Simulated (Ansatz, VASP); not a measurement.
## Be3ZnO: VASP beside Ansatz

```
CELL_PARAMETERS angstrom
3.27526 0.00000 0.00000
-1.63763 2.83646 0.00000
0.00000 0.00000 5.57507
ATOMIC_POSITIONS crystal
Be 0.00000 0.00000 0.17524
Be 0.00000 0.00000 0.82476
Be 0.33333 0.66667 0.50000
Zn 0.66667 0.33333 0.50000
O 0.33333 0.66667 0.00000
```

Alike in both runs: task single point; functional PBE; k mesh 6 × 6 × 4; occupations gaussian, width 0.1 eV; no spin polarisation.

```csv
,VASP,Ansatz
version,VASP 6.6.1,Ansatz 0.2.0
potentials or method,"VASP PAW PBE potentials, release 64 (Be, Zn, O), cutoff 520 eV","scalar-relativistic, plane waves, PAW"
valence electrons in the cell,24,24
```

|  | VASP | Ansatz | Ansatz less VASP |
| --- | --- | --- | --- |
| gap on the k mesh at the Fermi level (eV) | none | none | - |
| pressure (GPa) | 7.2 | 7.0 | -0.19 |
| traceless stress, the component that is largest in VASP (GPa) | 3.15 | 3.31 | +0.153 |
| rms of the force components (eV/Å) | 0.964 | 0.964 | -0.0005 |

Atom by atom the forces differ by 0.001 eV/Å (rms over components). A gap of «none» marks a metal or a gap that the smearing closes.

The k mesh is coarse, so the values compare programs but aren't converged.
